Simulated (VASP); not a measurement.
# Na (P-1) in VASP: further runs

Na is run at these levels: PBEsol; tasks: single point.

All numbers are computed with VASP 6.6.1; they aren't measurements. Logs are shortened: lines on timing, memory, paths and dates and some standing lists are left out, and cuts for length are marked.

## Step 1: The cell of the first run

The typed cell holds 1 atom: a = 7.124 Å, b = 7.137 Å, c = 7.101 Å, α = 90.53°, β = 89.65°, γ = 89.44°.

## Step 2: Single point, PBEsol (the cell strained at random)

INCAR

```
SYSTEM = Na
PREC = Accurate
ENCUT = 520
EDIFF = 1E-6
ISMEAR = 0
SIGMA = 0.1
LREAL = .False.
LASPH = .True.
NELM = 60
ALGO = Fast
ISIF = 2
LWAVE = .False.
LCHARG = .False.
GGA = PS
NBANDS = 10
```

KPOINTS

```
regular mesh
0
Gamma
  6 6 6
  0 0 0
```

POSCAR

```
Na
1.0
    7.1240575989      0.0351167143      0.0217723629
    0.0351167143      7.1369103164     -0.0332906452
    0.0217723629     -0.0332906452      7.1009508009
Na
1
Direct
    0.0000000000      0.0000000000      0.0000000000
```

Potentials or basis: VASP PAW PBE potentials, release 64 (Na_pv).

The run is started by

```
$ cat potpaw_PBE.64/Na_pv/POTCAR > POTCAR
$ mpirun -np 1 vasp_std > vasp.out
```

OUTCAR:

```text
SYSTEM = Na
   PREC = Accurate
   ENCUT = 520
   EDIFF = 1E-6
   ISMEAR = 0
   LREAL = .False.
   LASPH = .True.
   NELM = 60
   ISIF = 2
   GGA = PS

 ion  position               nearest neighbor table
   1  0.000  0.000  0.000-

  LATTYP: Found a triclinic cell.
 ALAT       =     7.1370743526
 B/A-ratio  =     1.4198675498
 C/A-ratio  =     1.7134741085
 COS(alpha) =     0.0001553044
 COS(beta)  =     0.5724582923
 COS(gamma) =     0.7112053027

  Lattice vectors:

 A1 = (  -0.0351167143,  -7.1369103164,   0.0332906452)
 A2 = (  -7.1591743132,  -7.1720270307,   0.0115182823)
 A3 = (   7.0671685217,  -7.0685029569,  -7.0458877928)

Analysis of symmetry for initial positions (statically):
=====================================================================
 Subroutine PRICEL returns:
 Original cell was already a primitive cell.

 Routine SETGRP: Setting up the symmetry group for a
 triclinic supercell.

 Subroutine GETGRP returns: Found  2 space group operations
 (whereof  2 operations were pure point group operations)
 out of a pool of  2 trial point group operations.

The static configuration has the point symmetry S_2 .

Analysis of symmetry for dynamics (positions and initial velocities):
=====================================================================
 Subroutine PRICEL returns:
 Original cell was already a primitive cell.

 Routine SETGRP: Setting up the symmetry group for a
 triclinic supercell.

 Subroutine GETGRP returns: Found  2 space group operations
 (whereof  2 operations were pure point group operations)
 out of a pool of  2 trial point group operations.

The dynamic configuration has the point symmetry S_2 .

 Subroutine INISYM returns: Found  2 space group operations
 (whereof  2 operations are pure point group operations),
 and found     1 'primitive' translations

----------------------------------------------------------------------------------------

                                     Primitive cell

  volume of cell :     361.0190

  direct lattice vectors                    reciprocal lattice vectors
     7.124057599  0.035116714  0.021772363     0.140374183 -0.000692725 -0.000433652
     0.035116714  7.136910316 -0.033290645    -0.000692725  0.140123138  0.000659049
     0.021772363 -0.033290645  7.100950801    -0.000433652  0.000659049  0.140830631

  length of vectors
     7.124177419  7.137074353  7.101062215     0.140376562  0.140126400  0.140832841

  position of ions in fractional coordinates (direct lattice)
     0.000000000  0.000000000  0.000000000

  ion indices of the primitive-cell ions
   primitive index   ion index
                 1           1

----------------------------------------------------------------------------------------

 KPOINTS: regular mesh

Automatic generation of k-mesh.
 Grid dimensions read from file:
 generate k-points for:    6    6    6

 Generating k-lattice:

  Cartesian coordinates                     Fractional coordinates (reciprocal lattice)
     0.023395697 -0.000115454 -0.000072275     0.166666667  0.000000000  0.000000000
    -0.000115454  0.023353856  0.000109841     0.000000000  0.166666667  0.000000000
    -0.000072275  0.000109841  0.023471772     0.000000000  0.000000000  0.166666667

  Length of vectors
     0.023396094  0.023354400  0.023472140

  Shift w.r.t. Gamma in fractional coordinates (k-lattice)
     0.000000000  0.000000000  0.000000000

 Subroutine IBZKPT returns following result:
 ===========================================

 Found    112 irreducible k-points:

 Following reciprocal coordinates:
            Coordinates               Weight
  0.000000  0.000000  0.000000      1.000000
  0.166667  0.000000 -0.000000      2.000000
  0.333333  0.000000 -0.000000      2.000000
  0.500000  0.000000 -0.000000      1.000000
  0.000000  0.166667 -0.000000      2.000000
  0.166667  0.166667 -0.000000      2.000000
[... 16 lines left out ...]
  0.333333 -0.000000  0.166667      2.000000
  0.500000 -0.000000  0.166667      2.000000
 [... further k-points ...]
   k-points           NKPTS =    112   k-points in BZ     NKDIM =    112   number of bands    NBANDS=     10
   number of dos      NEDOS =    301   number of ions     NIONS =      1
   total plane-waves  NPLWV = 157464
   dimension x,y,z NGX =    54 NGY =   54 NGZ =   54
   dimension x,y,z NGXF=   108 NGYF=  108 NGZF=  108
   ions per type =               1
   NGX,Y,Z   is equivalent  to a cutoff of  12.60, 12.58, 12.64 a.u.
   NGXF,Y,Z  is equivalent  to a cutoff of  25.20, 25.16, 25.28 a.u.
 SYSTEM =  Na
   PREC   = accura    normal or accurate (medium, high low for compatibility)
   ISTART =      0    job   : 0-new  1-cont  2-samecut
   ICHARG =      2    charge: 1-file 2-atom 10-const
   ISPIN  =      1    spin polarized calculation?
   LNONCOLLINEAR =      F non collinear calculations
   LSORBIT =      F    spin-orbit coupling
   LASPH  =      T    aspherical Exc in radial PAW
   ENCUT  =  520.0 eV  38.22 Ry    6.18 a.u.  13.25 13.27 13.20*2*pi/ulx,y,z
   NELM   =     60;   NELMIN=  2; NELMDL= -5     # of ELM steps
   EDIFF  = 0.1E-05   stopping-criterion for ELM
   LREAL  =      F    real-space projection
[... 7 lines left out ...]
   TEBEG  =    0.0;   TEEND  =   0.0 temperature during run
   PSTRESS=    0.0 pullay stress
   NELECT =       7.0000    total number of electrons
   NUPDOWN=      -1.0000    fix difference up-down
   EMIN   =  10.00;   EMAX   =-10.00  energy-range for DOS
   EFERMI =   0.00;   METHOD = LEGACY
   ISMEAR =     0;   SIGMA  =   0.10  broadening in eV -4-tet -1-fermi 0-gaus
   EFERMI_NEDOS =   21; number of points for ismear=-14 and -15
   IALGO  =     68    algorithm
   IMIX   =      4    mixing-type and parameters
     AMIX     =   0.40;   BMIX     =  1.00
     AMIX_MAG =   1.60;   BMIX_MAG =  1.00
  volume/ion in A,a.u.               =     361.02      2436.28
  Fermi-wavevector in a.u.,A,eV,Ry     =   0.439809  0.831119  2.631802  0.193432
  Thomas-Fermi vector in A             =   1.414119
   LORBIT       =      0    0 simple, 1 ext, 2 COOP (PROOUT), +10 PAW based schemes
   GGA     = PS    functional components
   LHFCALC =     F    Hartree Fock is set to
   AEXX    =    0.0000 exact exchange contribution
   IVDW    =     0    specifies the selected vdW correction
   LEPSILON=     F    determine dielectric tensor
   LRPA    =     F    only Hartree local field effects (RPA)
 non-spin polarized calculation
 RMM-DIIS sequential band-by-band and
 Gauss-broadening in eV      SIGMA  =   0.10
  energy-cutoff  :      520.00
  volume of cell :      361.02
 maximum number of plane-waves:      9754
 NGX is ok and might be reduce to    54
   NGX = 27   NGY = 27   NGZ = 27

 number of electron       7.0000002 magnetization

 Free energy of the ion-electron system (eV)
  ---------------------------------------------------
  ext. energy  EPLUGINS =         0.00000000
  ---------------------------------------------------
  free energy    TOTEN  =        -0.17014644 eV

  energy without entropy =       -0.14867716  energy(sigma->0) =       -0.15941180

 E-fermi :  -2.3251     XC(G=0):  -2.3337

 val. band max:       -2.3271820896   @ k =   0.0000  -0.3333   0.3333
 cond. band min:      -2.3249257232   @ k =   0.3333  -0.0000   0.3333
 fundamental gap:      0.0022563664
 Fermi energy:        -2.3251228737

 k-point     1 :       0.0000    0.0000    0.0000
  band No.  band energies     occupation
      1     -28.4057      2.00000
      2     -28.4056      2.00000
      3     -28.4055      2.00000
      4      -2.6979      2.00000
      5       0.3342      0.00000
      6       0.3459      0.00000
      7       0.3595      0.00000
      8       0.6616      0.00000
      9       1.0655      0.00000
     10       1.0739      0.00000

 k-point     2 :       0.1667    0.0000   -0.0000
  band No.  band energies     occupation
      1     -28.4057      2.00000
      2     -28.4056      2.00000
      3     -28.4055      2.00000
      4      -2.6434      1.99999
      5      -0.2547      0.00000
      6       0.3865      0.00000
      7       0.4098      0.00000
      8       0.8552      0.00000
      9       1.1362      0.00000
     10       1.7028      0.00000

 k-point     3 :       0.3333    0.0000   -0.0000
  band No.  band energies     occupation
      1     -28.4057      2.00000
      2     -28.4056      2.00000
      3     -28.4055      2.00000
      4      -2.5095      1.99090
      5      -0.8388      0.00000
      6       0.5086      0.00000
      7       0.5315      0.00000
      8       1.0661      0.00000
      9       1.3085      0.00000
     10       2.1762      0.00000

 k-point     4 :       0.5000    0.0000   -0.0000
  band No.  band energies     occupation
      1     -28.4057      2.00000
      2     -28.4056      2.00000
      3     -28.4055      2.00000
      4      -2.4220      1.82919
      5      -1.0803      0.00000
      6       0.5864      0.00000
      7       0.6091      0.00000
      8       1.2386      0.00000
      9       1.4379      0.00000
     10       1.9149      0.00000

 k-point     5 :       0.0000    0.1667   -0.0000
  band No.  band energies     occupation
      1     -28.4057      2.00000
      2     -28.4056      2.00000
      3     -28.4055      2.00000
      4      -2.6438      1.99999
      5      -0.2584      0.00000
      6       0.3941      0.00000
      7       0.4091      0.00000
      8       0.8577      0.00000
      9       1.1381      0.00000
     10       1.6933      0.00000

 k-point     6 :       0.1667    0.1667   -0.0000
  band No.  band energies     occupation
      1     -28.4057      2.00000
      2     -28.4056      2.00000
      3     -28.4055      2.00000
      4      -2.5903      1.99982
      5      -0.2380      0.00000
      6      -0.1401      0.00000
      7       0.4579      0.00000
      8       1.0533      0.00000
      9       1.6397      0.00000
     10       1.8167      0.00000
[... 183 lines left out ...]
 k-point    21 :       0.0000   -0.0000    0.1667
  band No.  band energies     occupation
      1     -28.4057      2.00000
      2     -28.4056      2.00000
      3     -28.4055      2.00000
      4      -2.6425      1.99999
      5      -0.2478      0.00000
      6       0.3863      0.00000
      7       0.3973      0.00000
      8       0.8510      0.00000
      9       1.1322      0.00000
     10       1.7203      0.00000

 k-point    22 :       0.1667   -0.0000    0.1667
  band No.  band energies     occupation
      1     -28.4057      2.00000
      2     -28.4056      2.00000
      3     -28.4055      2.00000
      4      -2.5887      1.99981
      5      -0.2345      0.00000
      6      -0.1353      0.00000
      7       0.4375      0.00000
      8       1.0403      0.00000
      9       1.6560      0.00000
     10       1.8335      0.00000

 k-point    23 :       0.3333   -0.0000    0.1667
  band No.  band energies     occupation
      1     -28.4057      2.00000
      2     -28.4056      2.00000
      3     -28.4055      2.00000
      4      -2.4562      1.93627
      5      -0.7753      0.00000
      6      -0.0286      0.00000
      7       0.5576      0.00000
      8       1.2287      0.00000
      9       1.4560      0.00000
     10       1.9615      0.00000

 k-point    24 :       0.5000   -0.0000    0.1667
  band No.  band energies     occupation
      1     -28.4057      2.00000
      2     -28.4056      2.00000
      3     -28.4055      2.00000
      4      -2.3691      1.46587
      5      -1.0166      0.00000
      6       0.0680      0.00000
      7       0.6342      0.00000
      8       1.2126      0.00000
      9       1.3934      0.00000
     10       2.0741      0.00000

 [... further k-points ...]

------------------------ aborting loop because EDIFF is reached ----------------------------------------

  FORCE on cell =-STRESS in cart. coord.  units (eV):
  Direction    XX          YY          ZZ          XY          YZ          ZX
  --------------------------------------------------------------------------------------
  -------------------------------------------------------------------------------------
  Total       -0.2802322     -0.2749562     -0.2899863     -0.0021306      0.0020386     -0.0013208
  in kB       -1.2436511     -1.2202368     -1.2869391     -0.0094554      0.0090473     -0.0058615
  external PRESSURE =      -1.2502757 kB  Pullay stress =       0.0000000 kB

 VOLUME and BASIS-vectors are now :
 -----------------------------------------------------------------------------
  energy-cutoff  :      520.00
  volume of cell :      361.02
      direct lattice vectors                 reciprocal lattice vectors
     7.124057599  0.035116714  0.021772363     0.140374183 -0.000692725 -0.000433652
     0.035116714  7.136910316 -0.033290645    -0.000692725  0.140123138  0.000659049
     0.021772363 -0.033290645  7.100950801    -0.000433652  0.000659049  0.140830631

 POSITION                                       TOTAL-FORCE (eV/Angst)
 -----------------------------------------------------------------------------------
      0.00000      0.00000      0.00000        -0.000000     -0.000000      0.000000
 -----------------------------------------------------------------------------------
    total drift:                                0.000000     -0.000000     -0.000000

  FREE ENERGIE OF THE ION-ELECTRON SYSTEM (eV)
  ---------------------------------------------------
  free  energy   TOTEN  =        -0.1701464442 eV

  energy  without entropy=       -0.1486771612  energy(sigma->0) =       -0.15941180
```

Wall time 6.4 min (1 thread of Intel Xeon Platinum 8488C (Sapphire Rapids), shared host); peak memory 0.61 GiB.

What came out:

| Quantity | Value |
| --- | --- |
| Free energy | -0.1701 eV |
| Pressure | -0.1 GPa |
| Band gap on the k mesh | zero (an odd number of electrons rules out a gap without spin polarisation) |

Levels at points of the mesh, in eV from the Fermi level:
```csv
k point,band 1,band 2,band 3,band 4,band 5,band 6
"(0.00, 0.00, 0.00)",-26.08,-26.08,-26.08,-0.37,2.66,2.67
"(0.50, 0.00, 0.00)",-26.08,-26.08,-26.08,-0.10,1.24,2.91
"(0.00, 0.50, 0.00)",-26.08,-26.08,-26.08,-0.10,1.25,2.92
"(0.50, 0.50, 0.00)",-26.08,-26.08,-26.08,0.16,1.58,1.60
"(0.00, 0.00, 0.50)",-26.08,-26.08,-26.08,-0.09,1.24,2.92
"(0.50, 0.00, 0.50)",-26.08,-26.08,-26.08,0.17,1.58,1.60
"(0.00, 0.50, 0.50)",-26.08,-26.08,-26.08,0.16,1.58,1.60
"(0.50, 0.50, 0.50)",-26.08,-26.08,-26.08,0.41,1.89,1.89
```

Caveat: the cell differs from its parent crystal (the cell strained at random); the nearest neighbours stand farther apart than a usual bond; the PAW data sets were made with another functional, which shifts forces and pressure a little.

## Step 3: Single point, PBEsol (the cell strained at random)

INCAR

```
SYSTEM = Na
PREC     = Accurate       ! precision mode
ENCUT    = 520            ! plane-wave cutoff, eV
EDIFF    = 1E-6           ! SCF threshold, eV
ISMEAR   = 0              ! smearing method
SIGMA    = 0.1            ! smearing width, eV
LREAL    = .FALSE.        ! projectors in reciprocal space
LASPH    = .TRUE.         ! aspherical terms in the spheres
NELM     = 100            ! most SCF steps
ALGO     = Fast           ! electronic algorithm
ISIF     = 2              ! what is computed and relaxed
LWAVE    = .FALSE.        ! write WAVECAR
LCHARG   = .FALSE.        ! write CHGCAR
GGA      = PS             ! functional
NBANDS   = 10             ! bands
```

KPOINTS

```
Automatic mesh
0
G
  6 6 6
  0 0 0
```

POSCAR

```
Na
1.0
    7.2697217299      0.0053377406      0.0212807289
    0.0053377406      7.3754230400      0.0221235300
    0.0212807289      0.0221235300      7.3747207057
Na
1
Direct
    0.0000000000      0.0000000000      0.0000000000
```

Potentials or basis: VASP PAW PBE potentials, release 64 (Na_pv).

The run is started by

```
$ cat potpaw_PBE.64/Na_pv/POTCAR > POTCAR
$ mpirun -np 1 vasp_std > vasp.out
```

Wall time 6.5 min (1 thread of Intel Xeon Platinum 8488C (Sapphire Rapids), shared host); peak memory 0.65 GiB.

The run converged. Its results:

* Free energy: -0.1470 eV
* Pressure: -0.1 GPa
* Band gap on the k mesh: zero (an odd number of electrons rules out a gap without spin polarisation)

Levels at points of the mesh, in eV from the Fermi level:
```csv
k point,band 1,band 2,band 3,band 4,band 5,band 6,band 7,band 8
"(0.00, 0.00, 0.00)",-26.06,-26.06,-26.06,-0.32,2.57,2.58,2.63,2.91
"(0.50, 0.00, 0.00)",-26.06,-26.06,-26.06,-0.07,1.30,2.80,2.81,3.46
"(0.00, 0.50, 0.00)",-26.06,-26.06,-26.06,-0.09,1.32,2.78,2.84,3.45
"(0.50, 0.50, 0.00)",-26.06,-26.06,-26.06,0.14,1.60,1.64,2.66,2.99
"(0.00, 0.00, 0.50)",-26.06,-26.06,-26.06,-0.09,1.32,2.78,2.84,3.45
"(0.50, 0.00, 0.50)",-26.06,-26.06,-26.06,0.14,1.60,1.64,2.66,2.99
"(0.00, 0.50, 0.50)",-26.06,-26.06,-26.06,0.12,1.61,1.62,2.66,3.03
"(0.50, 0.50, 0.50)",-26.06,-26.06,-26.06,0.34,1.86,1.90,1.91,3.06
```

Caveat: the cell differs from its parent crystal (the cell strained at random); the nearest neighbours stand farther apart than a usual bond; the PAW data sets were made with another functional, which shifts forces and pressure a little.
